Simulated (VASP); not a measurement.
Wanted: the native input for a VASP 6.6.1 run.

| Property | Result |
| --- | --- |
| Task | single point |
| Functional | PBE |
| Potentials or basis | VASP PAW PBE potentials, release 64 (Al, W_sv) |
| Cutoff | 500 eV |
| k mesh | 2 × 4 × 4 |
| Occupations | gaussian, width 0.2 eV |
| Spin | no spin polarisation |
| Dipole correction | no |
| Further INCAR settings | ALGO = Normal; EDIFF = 1e-06; NBANDS = 25 |

The structure of Al6W lies in POSCAR:

```
Al6W
1.0
    7.5400568231      0.0000000000      0.0000000000
    0.0000000000      3.6736376247      2.5794933491
    0.0000000000     -3.6736376247      2.5794933491
Al W
6 1
Direct
    0.6760379102      0.6364001415      0.2725607689
    0.3239620898      0.2725607689      0.6364001415
    0.6760379102      0.2725607689      0.6364001415
    0.3239620898      0.6364001415      0.2725607689
    0.1663564451      0.8706863098      0.8706863098
    0.8336435549      0.8706863098      0.8706863098
    0.5000000000      0.0878181395      0.0878181395
```

The cell was built from a structure type or drawn by symmetry, and may not be a known phase.

One way to write it, as run:

INCAR

```
SYSTEM = Al6W
PREC = Accurate
ENCUT = 500
EDIFF = 1E-6
ISMEAR = 0
SIGMA = 0.2
LREAL = .False.
LASPH = .True.
NELM = 120
ALGO = Normal
ISIF = 2
LWAVE = .False.
LCHARG = .False.
GGA = PE
NBANDS = 25
GGA_COMPAT = .False.
```

KPOINTS

```
regular mesh
0
Gamma
  2 4 4
  0 0 0
```

Potentials or basis: VASP PAW PBE potentials, release 64 (Al, W_sv).

Run with:

```console
$ cat potpaw_PBE.64/Al/POTCAR potpaw_PBE.64/W_sv/POTCAR > POTCAR
$ mpirun -np 1 vasp_std > vasp.out
```

Results of the run:

The pressure is 0.0 GPa and the largest force is 0.013 eV/Å. The band gap on the k mesh is zero (bands 16 and 17 overlap by 0.63 eV).

Caveat: the k points lie up to 0.42 Å⁻¹ apart, too coarse for converged energies and pressures of a metal; spin-orbit coupling is left out, which moves the levels of the heavy elements.

Run time: 24 s on 1 thread of Intel(R) Xeon(R) 6975P-C (Granite Rapids), with other jobs on the host, peak memory 0.26 GiB.
